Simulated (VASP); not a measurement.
Write the native input for VASP 6.6.1 that does the following.

```yaml
Task: single point
Functional: r2SCAN
Potentials_or_basis: VASP PAW PBE potentials, release 64 (B, As)
Cutoff: 520 eV
k_mesh: 10 × 10 × 10
Occupations: gaussian, width 0.05 eV
Spin: no spin polarisation
Dipole_correction: no
Further_INCAR_settings: ALGO = Normal; EDIFF = 1e-07; NBANDS = 11
```

The system is BAs.

```
B As
1.0
     0.00000    2.38850    2.38850
     2.34073    0.00000    2.38850
     2.34073    2.38850    0.00000
B As
1 1
Cartesian
  0.0000 0.0000 0.0000
  3.5111 3.5827 3.5827
```

This cell differs from its parent crystal: strain -0.0200 x Voigt [1, 0, 0, 0, 0, 0].

These files were run (other wordings do the same):

POSCAR

```
BAs
1.0
    0.0000000000      2.3885000000      2.3885000000
    2.3407300000      0.0000000000      2.3885000000
    2.3407300000      2.3885000000      0.0000000000
B As
1 1
Direct
    0.0000000000      0.0000000000      0.0000000000
    0.7500000000      0.7500000000      0.7500000000
```

INCAR.step1

```
PREC     = Accurate       # precision mode
ENCUT    = 520            # plane-wave cutoff, eV
ISMEAR   = 0              # smearing method
SIGMA    = 0.05           # smearing width, eV
LREAL    = F              # projectors in reciprocal space
LASPH    = T              # aspherical terms in the spheres
NELM     = 80             # most SCF steps
NBANDS   = 11             # bands
GGA      = PE             # functional
ALGO     = Normal         # electronic algorithm
EDIFF    = 1E-4           # SCF threshold, eV
LWAVE    = T              # write WAVECAR
LCHARG   = F              # write CHGCAR
```

INCAR.step2

```
PREC     = Accurate       # precision mode
ENCUT    = 520            # plane-wave cutoff, eV
EDIFF    = 1E-7           # SCF threshold, eV
ISMEAR   = 0              # smearing method
SIGMA    = 0.05           # smearing width, eV
LREAL    = F              # projectors in reciprocal space
LASPH    = T              # aspherical terms in the spheres
NELM     = 80             # most SCF steps
ALGO     = Normal         # electronic algorithm
ISIF     = 2              # what is computed and relaxed
LWAVE    = F              # write WAVECAR
LCHARG   = F              # write CHGCAR
METAGGA  = R2SCAN         # meta-GGA
LMIXTAU  = T            
NBANDS   = 11             # bands
ISTART   = 1
```

KPOINTS

```
Automatic mesh
0
Gamma
  10 10 10
```

Potentials or basis: VASP PAW PBE potentials, release 64 (B, As).

Run with:

```bash
$ cat potpaw_PBE.64/B/POTCAR potpaw_PBE.64/As/POTCAR > POTCAR
$ cp INCAR.step1 INCAR
$ mpirun -np 1 vasp_std > vasp.out
$ cp INCAR.step2 INCAR
$ mpirun -np 1 vasp_std > vasp.out
```

It gave:

- Pressure: 3.9 GPa
- Band gap on the k mesh: 1.02 eV, indirect (least direct gap 3.24 eV)

Caveat: the cell differs from its parent crystal (strain -0.0200 x Voigt [1, 0, 0, 0, 0, 0]); the PAW data sets were made with another functional, which shifts forces and pressure a little.

Run time: 3.6 min on 1 thread of Intel(R) Xeon(R) Platinum 8375C CPU @ 2.90GHz (Ice Lake), on a shared host, peak memory 0.18 GiB.
